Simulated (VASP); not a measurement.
# BN (BN (F-43m)) (F-43m) in VASP: notebook

The runs below take BN (BN (F-43m)) through single point, with PBE.

Program: VASP 6.6.1. These are calculated values, not measurements. Logs are shortened: lines on timing, memory, paths and dates and some standing lists are left out, and cuts for length are marked.

### Step 1. The cell of the first run

It takes space group F-43m (No. 216, cubic). Conventional cell: a = 3.624 Å, b = 3.624 Å, c = 3.624 Å, α = 90.00°, β = 90.00°, γ = 90.00°. Within 2.1 Å of B (site symmetry -43m) lie 4 N at 1.57 Å. N (site symmetry -43m) has 4 B at 1.57 Å within 2.1 Å.

### Step 2. Single point, PBE

File INCAR:

```
  PREC = Accurate
  ENCUT = 520
  EDIFF = 1E-7
  ISMEAR = 0
  SIGMA = 0.01
  LREAL = False
  LASPH = True
  NELM = 80
  ALGO = Normal
  ISIF = 2
  LWAVE = False
  LCHARG = False
  GGA = PE
  NBANDS = 26
```

File KPOINTS:

```
regular mesh
0
Gamma
  3 3 3
```

File POSCAR:

```
BN
1.0
    3.6241103833      0.0000000000      0.0000000000
    0.0000000000      0.0000000000     -3.6241103833
    0.0000000000      3.6241103833      0.0000000000
B N
4 4
Direct
    0.0000000000      0.0000000000      0.0000000000
    0.0000000000      0.5000000000      0.5000000000
    0.5000000000      0.0000000000      0.5000000000
    0.5000000000      0.5000000000      0.0000000000
    0.2500000000      0.2500000000      0.7500000000
    0.2500000000      0.7500000000      0.2500000000
    0.7500000000      0.2500000000      0.2500000000
    0.7500000000      0.7500000000      0.7500000000
```

Potentials or basis: VASP PAW PBE potentials, release 64 (B, N).

Run with:

```sh
cat potpaw_PBE.64/B/POTCAR potpaw_PBE.64/N/POTCAR > POTCAR
mpirun -np 1 vasp_std > vasp.out
```

OUTCAR:

```text
PREC = Accurate
   ENCUT = 520
   EDIFF = 1E-7
   ISMEAR = 0
   LREAL = False
   LASPH = True
   NELM = 80
   ISIF = 2
   GGA = PE

 ion  position               nearest neighbor table
   1  0.000  0.000  0.000-   5 1.57   6 1.57   7 1.57   8 1.57
   2  0.000  0.500  0.500-   5 1.57   6 1.57   7 1.57   8 1.57
   3  0.500  0.000  0.500-   5 1.57   6 1.57   7 1.57   8 1.57
   4  0.500  0.500  0.000-   5 1.57   6 1.57   7 1.57   8 1.57
   5  0.250  0.250  0.750-   1 1.57   2 1.57   3 1.57   4 1.57
   6  0.250  0.750  0.250-   1 1.57   2 1.57   3 1.57   4 1.57
   7  0.750  0.250  0.250-   1 1.57   2 1.57   3 1.57   4 1.57
   8  0.750  0.750  0.750-   1 1.57   2 1.57   3 1.57   4 1.57

  LATTYP: Found a simple cubic cell.
 ALAT       =     3.6241103833

  Lattice vectors:

 A1 = (   3.6241103833,   0.0000000000,   0.0000000000)
 A2 = (   0.0000000000,   0.0000000000,  -3.6241103833)
 A3 = (   0.0000000000,   3.6241103833,   0.0000000000)

Analysis of symmetry for initial positions (statically):
=====================================================================
 Subroutine PRICEL returns following result:

  LATTYP: Found a face centered cubic cell.
 ALAT       =     3.6241103833

  Lattice vectors:

 A1 = (   1.8120551917,   0.0000000000,   1.8120551917)
 A2 = (   1.8120551917,   1.8120551917,   0.0000000000)
 A3 = (   0.0000000000,   1.8120551917,   1.8120551917)

   4 primitive cells build up your supercell.

 Routine SETGRP: Setting up the symmetry group for a
 simple cubic supercell.

 Subroutine GETGRP returns: Found 24 space group operations
 (whereof 24 operations were pure point group operations)
 out of a pool of 48 trial point group operations.

The static configuration has the point symmetry T_d .

Analysis of symmetry for dynamics (positions and initial velocities):
=====================================================================
 Subroutine PRICEL returns following result:

  LATTYP: Found a face centered cubic cell.
 ALAT       =     3.6241103833

  Lattice vectors:

 A1 = (   1.8120551917,   0.0000000000,   1.8120551917)
 A2 = (   1.8120551917,   1.8120551917,   0.0000000000)
 A3 = (   0.0000000000,   1.8120551917,   1.8120551917)

   4 primitive cells build up your supercell.

 Routine SETGRP: Setting up the symmetry group for a
 simple cubic supercell.

 Subroutine GETGRP returns: Found 24 space group operations
 (whereof 24 operations were pure point group operations)
 out of a pool of 48 trial point group operations.

The dynamic configuration has the point symmetry T_d .

 Subroutine INISYM returns: Found 24 space group operations
 (whereof 24 operations are pure point group operations),
 and found     4 'primitive' translations

----------------------------------------------------------------------------------------

                                     Primitive cell

  volume of cell :      11.8999

  direct lattice vectors                    reciprocal lattice vectors
     1.812055192  0.000000000  1.812055192     0.275929785 -0.275929785  0.275929785
     1.812055192  1.812055192  0.000000000     0.275929785  0.275929785 -0.275929785
     0.000000000  1.812055192  1.812055192    -0.275929785  0.275929785  0.275929785

  length of vectors
     2.562633028  2.562633028  2.562633028     0.477924407  0.477924407  0.477924407

  position of ions in fractional coordinates (direct lattice)
     0.000000000  0.000000000  0.000000000
     0.250000000  0.250000000  0.250000000

  ion indices of the primitive-cell ions
   primitive index   ion index
                 1           1
                 2           5

----------------------------------------------------------------------------------------

 KPOINTS: regular mesh

Automatic generation of k-mesh.
 Grid dimensions read from file:
 generate k-points for:    3    3    3

 Generating k-lattice:

  Cartesian coordinates                     Fractional coordinates (reciprocal lattice)
     0.091976595  0.000000000  0.000000000     0.333333333  0.000000000  0.000000000
     0.000000000  0.000000000 -0.091976595     0.000000000  0.333333333  0.000000000
     0.000000000  0.091976595  0.000000000     0.000000000  0.000000000  0.333333333

  Length of vectors
     0.091976595  0.091976595  0.091976595

  Shift w.r.t. Gamma in fractional coordinates (k-lattice)
     0.000000000  0.000000000  0.000000000

 Subroutine IBZKPT returns following result:
 ===========================================

 Found      4 irreducible k-points:

 Following reciprocal coordinates:
            Coordinates               Weight
  0.000000  0.000000  0.000000      1.000000
  0.333333  0.000000  0.000000      6.000000
  0.333333  0.333333  0.000000     12.000000
  0.333333  0.333333  0.333333      8.000000
   k-points           NKPTS =      4   k-points in BZ     NKDIM =      4   number of bands    NBANDS=     26
   number of dos      NEDOS =    301   number of ions     NIONS =      8
   total plane-waves  NPLWV =  21952
   dimension x,y,z NGX =    28 NGY =   28 NGZ =   28
   dimension x,y,z NGXF=    56 NGYF=   56 NGZF=   56
   ions per type =               4   4
   NGX,Y,Z   is equivalent  to a cutoff of  12.84, 12.84, 12.84 a.u.
   NGXF,Y,Z  is equivalent  to a cutoff of  25.69, 25.69, 25.69 a.u.
 SYSTEM =  unknown system
   PREC   = accura    normal or accurate (medium, high low for compatibility)
   ISTART =      0    job   : 0-new  1-cont  2-samecut
   ICHARG =      2    charge: 1-file 2-atom 10-const
   ISPIN  =      1    spin polarized calculation?
   LNONCOLLINEAR =      F non collinear calculations
   LSORBIT =      F    spin-orbit coupling
   LASPH  =      T    aspherical Exc in radial PAW
   ENCUT  =  520.0 eV  38.22 Ry    6.18 a.u.   6.74  6.74  6.74*2*pi/ulx,y,z
   NELM   =     80;   NELMIN=  2; NELMDL= -5     # of ELM steps
   EDIFF  = 0.1E-06   stopping-criterion for ELM
   LREAL  =      F    real-space projection
   EDIFFG = 0.1E-05   stopping-criterion for IOM
   NSW    =      0    number of steps for IOM
   IBRION =     -1    ionic relax: 0-MD 1-quasi-New 2-CG
   NFREE  =      0    steps in history (QN), initial steepest desc. (CG)
   ISIF   =      2    stress and relaxation
   ISYM   =      2    0-nonsym 1-usesym 2-fastsym
   POTIM  = 0.5000    time-step for ionic-motion
   TEBEG  =    0.0;   TEEND  =   0.0 temperature during run
   PSTRESS=    0.0 pullay stress
   NELECT =      32.0000    total number of electrons
   NUPDOWN=      -1.0000    fix difference up-down
   EMIN   =  10.00;   EMAX   =-10.00  energy-range for DOS
   EFERMI =   0.00;   METHOD = LEGACY
   ISMEAR =     0;   SIGMA  =   0.01  broadening in eV -4-tet -1-fermi 0-gaus
   EFERMI_NEDOS =   21; number of points for ismear=-14 and -15
   IALGO  =     38    algorithm
   IMIX   =      4    mixing-type and parameters
     AMIX     =   0.40;   BMIX     =  1.00
     AMIX_MAG =   1.60;   BMIX_MAG =  1.00
  volume/ion in A,a.u.               =       5.95        40.15
  Fermi-wavevector in a.u.,A,eV,Ry     =   1.434135  2.710122 27.983695  2.056744
  Thomas-Fermi vector in A             =   2.553577
   LORBIT       =      0    0 simple, 1 ext, 2 COOP (PROOUT), +10 PAW based schemes
   GGA     = PE    functional components
   LHFCALC =     F    Hartree Fock is set to
   AEXX    =    0.0000 exact exchange contribution
   IVDW    =     0    specifies the selected vdW correction
   LEPSILON=     F    determine dielectric tensor
   LRPA    =     F    only Hartree local field effects (RPA)
 non-spin polarized calculation
 Gauss-broadening in eV      SIGMA  =   0.01
  energy-cutoff  :      520.00
  volume of cell :       47.60
 maximum number of plane-waves:      1309
 NGX is ok and might be reduce to    28
   NGX = 13   NGY = 13   NGZ = 13

 number of electron      31.9999995 magnetization

 Free energy of the ion-electron system (eV)
  ---------------------------------------------------
  ext. energy  EPLUGINS =         0.00000000
  ---------------------------------------------------
  free energy    TOTEN  =       -69.78334397 eV

  energy without entropy =      -69.78334397  energy(sigma->0) =      -69.78334397

 E-fermi :   7.3738     XC(G=0): -12.7838

 val. band max:        7.3140124240   @ k =   0.0000   0.0000   0.0000
 cond. band min:      11.7626603563   @ k =   0.0000   0.0000   0.0000
 fundamental gap:      4.4486479322
 Fermi energy:         7.3737567804

 k-point     1 :       0.0000    0.0000    0.0000
  band No.  band energies     occupation
      1     -12.8326      2.00000
      2      -7.2941      2.00000
      3      -7.2941      2.00000
      4      -7.2941      2.00000
      5      -1.5542      2.00000
      6      -1.5542      2.00000
      7      -1.5542      2.00000
      8       2.4459      2.00000
      9       2.4459      2.00000
     10       2.4459      2.00000
     11       2.4459      2.00000
     12       2.4459      2.00000
     13       2.4459      2.00000
     14       7.3140      2.00000
     15       7.3140      2.00000
     16       7.3140      2.00000
     17      11.7627      0.00000
     18      11.7627      0.00000
     19      11.7627      0.00000
     20      16.0947      0.00000
     21      16.0947      0.00000
     22      16.0947      0.00000
     23      16.4998      0.00000
     24      16.4998      0.00000
     25      16.4998      0.00000
     26      17.5400      0.00000

 k-point     2 :       0.3333    0.0000    0.0000
  band No.  band energies     occupation
      1     -11.9465      2.00000
      2      -9.5013      2.00000
      3      -7.0699      2.00000
      4      -7.0699      2.00000
      5      -0.8333      2.00000
      6      -0.8333      2.00000
      7       1.1644      2.00000
      8       1.1644      2.00000
      9       1.2112      2.00000
     10       1.2112      2.00000
     11       1.2760      2.00000
     12       3.3121      2.00000
     13       3.3121      2.00000
     14       5.2481      2.00000
     15       5.5786      2.00000
     16       5.5786      2.00000
     17      12.9921      0.00000
     18      15.0317      0.00000
     19      15.0557      0.00000
     20      15.0557      0.00000
     21      17.5666      0.00000
     22      18.5627      0.00000
     23      18.5627      0.00000
     24      19.1149      0.00000
     25      19.2687      0.00000
     26      19.2687      0.00000

 k-point     3 :       0.3333    0.3333    0.0000
  band No.  band energies     occupation
      1     -11.0978      2.00000
      2      -8.8416      2.00000
      3      -8.8416      2.00000
      4      -7.5301      2.00000
      5      -1.0366      2.00000
      6      -0.0916      2.00000
      7      -0.0916      2.00000
      8      -0.0126      2.00000
      9       1.9112      2.00000
     10       1.9112      2.00000
     11       2.3345      2.00000
     12       3.7995      2.00000
     13       3.7995      2.00000
     14       3.8515      2.00000
     15       4.0135      2.00000
     16       6.4646      2.00000
     17      15.1289      0.00000
     18      16.0516      0.00000
     19      16.0516      0.00000
     20      17.5741      0.00000
     21      17.7717      0.00000
     22      18.1467      0.00000
     23      19.1596      0.00000
     24      19.1596      0.00000
     25      20.3577      0.00000
     26      20.4426      0.00000

 k-point     4 :       0.3333    0.3333    0.3333
  band No.  band energies     occupation
      1     -10.3170      2.00000
      2      -8.4721      2.00000
      3      -8.4721      2.00000
      4      -8.4721      2.00000
      5      -2.3551      2.00000
      6      -2.3551      2.00000
      7      -2.3551      2.00000
      8      -0.5100      2.00000
      9       3.6144      2.00000
     10       3.6144      2.00000
     11       3.6144      2.00000
     12       4.4532      2.00000
     13       4.4532      2.00000
     14       4.4532      2.00000
     15       5.7642      2.00000
     16       5.7642      2.00000
     17      16.1356      0.00000
     18      16.1356      0.00000
     19      16.1356      0.00000
     20      17.1313      0.00000
     21      17.9178      0.00000
     22      17.9178      0.00000
     23      19.5718      0.00000
     24      19.5718      0.00000
     25      19.5729      0.00000
     26      19.8905      0.00000

------------------------ aborting loop because EDIFF is reached ----------------------------------------

  FORCE on cell =-STRESS in cart. coord.  units (eV):
  Direction    XX          YY          ZZ          XY          YZ          ZX
  --------------------------------------------------------------------------------------
  -------------------------------------------------------------------------------------
  Total        0.1420798      0.1420798      0.1420798      0.0000000      0.0000000      0.0000000
  in kB        4.7823219      4.7823219      4.7823219      0.0000000      0.0000000      0.0000000
  external PRESSURE =       4.7823219 kB  Pullay stress =       0.0000000 kB

 VOLUME and BASIS-vectors are now :
 -----------------------------------------------------------------------------
  energy-cutoff  :      520.00
  volume of cell :       47.60
      direct lattice vectors                 reciprocal lattice vectors
     3.624110383  0.000000000  0.000000000     0.275929785  0.000000000  0.000000000
     0.000000000  0.000000000 -3.624110383     0.000000000  0.000000000 -0.275929785
     0.000000000  3.624110383  0.000000000     0.000000000  0.275929785  0.000000000

 POSITION                                       TOTAL-FORCE (eV/Angst)
 -----------------------------------------------------------------------------------
      0.00000      0.00000      0.00000         0.000000     -0.000000     -0.000000
      0.00000      1.81206     -1.81206        -0.000000      0.000000     -0.000000
      1.81206      1.81206      0.00000        -0.000000     -0.000000     -0.000000
      1.81206      0.00000     -1.81206        -0.000000     -0.000000     -0.000000
      0.90603      2.71808     -0.90603         0.000000      0.000000      0.000000
      0.90603      0.90603     -2.71808         0.000000     -0.000000     -0.000000
      2.71808      0.90603     -0.90603         0.000000     -0.000000      0.000000
      2.71808      2.71808     -2.71808        -0.000000      0.000000     -0.000000
 -----------------------------------------------------------------------------------
    total drift:                                0.000000      0.000000     -0.000000

  FREE ENERGIE OF THE ION-ELECTRON SYSTEM (eV)
  ---------------------------------------------------
  free  energy   TOTEN  =       -69.7833439672 eV

  energy  without entropy=      -69.7833439672  energy(sigma->0) =      -69.78334397
```

It took 7.3 s on 1 thread of Intel Xeon Platinum 8259CL at 2.50GHz (Skylake/Cascade Lake), shared host; peak memory 0.14 GiB.

Results:

| Quantity | Value |
| --- | --- |
| Free energy | -69.7833 eV |
| Pressure | 0.5 GPa |
| Band gap on the k mesh | 4.45 eV |

Caveat: the k points lie up to 0.58 Å⁻¹ apart. As with any semilocal functional, this PBE gap is likely too small.

### Step 3. Single point, PBE

File INCAR:

```
PREC = Accurate
ENCUT = 520
EDIFF = 1E-7
ISMEAR = -1
SIGMA = 0.01
LREAL = False
LASPH = True
NELM = 100
ALGO = Normal
ISIF = 2
LWAVE = False
LCHARG = True
GGA = PE
LELF = True
LVHAR = True
ISYM = 0
NBANDS = 26
```

File KPOINTS:

```
Automatic mesh
0
Gamma
  3 3 3
  0.25 0.25 0.25
```

POSCAR is that of step 2.

Potentials or basis: VASP PAW PBE potentials, release 64 (B, N).

Run with:

```sh
cat potpaw_PBE.64/B/POTCAR potpaw_PBE.64/N/POTCAR > POTCAR
mpirun -np 1 vasp_std > vasp.out
```

Run time: 98 s. Hardware: 1 thread of Intel Xeon Platinum 8259CL at 2.50GHz (Skylake/Cascade Lake), shared host; peak memory 0.21 GiB.

Results (log left out):

```
Free energy            : -69.8039 eV
Pressure               : 0.4 GPa
Band gap on the k mesh : 5.19 eV
```

Levels at points of the mesh, in eV from the valence-band top:
```
           k point  band 14  band 15  band 16  band 17  band 18  band 19
(0.08, 0.08, 0.08)    -0.73     0.00     0.00     5.19     5.19     5.19
```

Caveat: the k points lie up to 0.58 Å⁻¹ apart.

(Part 1 of 2 ends here.)
